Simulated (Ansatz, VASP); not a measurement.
# One calculation of SrCl2, two programs

Contents of INCAR:

```
SYSTEM = SrCl2
ALGO = Normal ; EDIFF = 1E-8
ENCUT = 520 ; ISIF = 2
ISMEAR = -1 ; LASPH = .TRUE.
LCHARG = .FALSE. ; LEFG = .TRUE.
LREAL = .FALSE. ; LWAVE = .FALSE.
NBANDS = 19 ; NELM = 100
PREC = Accurate ; SIGMA = 0.01
```

The input KPOINTS:

```
k-points
0
G
  8 8 8
  0 0 0
```

Contents of POSCAR:

```
SrCl2
1.0
    0.0000000000      3.5085834542      3.5085834542
    3.5085834542      0.0000000000      3.5085834542
    3.5085834542      3.5085834542      0.0000000000
Sr Cl
1 2
Direct
    0.0000000000      0.0000000000      0.0000000000
    0.2500000000      0.2500000000      0.2500000000
    0.7500000000      0.7500000000      0.7500000000
```

Input for Ansatz:

```yaml
crystal:
  lattice:
    - [0.0, 3.5085834542, 3.5085834542]
    - [3.5085834542, 0.0, 3.5085834542]
    - [3.5085834542, 3.5085834542, 0.0]
  atoms:
    - { symbol: Sr, position: [0.0, 0.0, 0.0] }
    - { symbol: Cl, position: [0.25, 0.25, 0.25] }
    - { symbol: Cl, position: [0.75, 0.75, 0.75] }
kpoints:
  mp_grid: { grid: [8, 8, 8] }
scf:
  occupations: { method: fermi_dirac, width: 0.01 }
hamiltonian:
  xc: lda
  pseudopotentials: { kind: paw }
output:
  forces: true
  stress: true
  eigenvalues: true
  efg: { contact_densities: true }
  write_density: true
  write_potential: true
  elf: true
  volumetric_format: npy
```

Change from the starting cell: volume scaled by 1.02, PAW files.

Alike in both runs: task electric field gradients; functional LDA; k mesh 8 × 8 × 8; occupations fermi-dirac, width 0.01 eV; no spin polarisation.

|  | VASP | Ansatz |
| --- | --- | --- |
| version | VASP 6.6.1 | Ansatz 0.2.0 |
| potentials or method | VASP PAW LDA potentials, release 64 (Sr_sv, Cl) | PAW with Ansatz's default frozen-core files, scalar-relativistic |
| plane-wave cutoff (eV) | 520 | 420 |
| valence electrons in the cell | 24 | 24 |

VASP gave:

```
gap on the k mesh at the Fermi level (eV) : 4.82
pressure (GPa)                            : -3.2
```

Q: What did Ansatz give for the same quantities?

A: gap on the k mesh at the Fermi level (eV): 4.82; pressure (GPa): -3.4.

LDA's correlation is that of Perdew and Zunger in VASP and of Perdew and Wang (1992) in Ansatz.
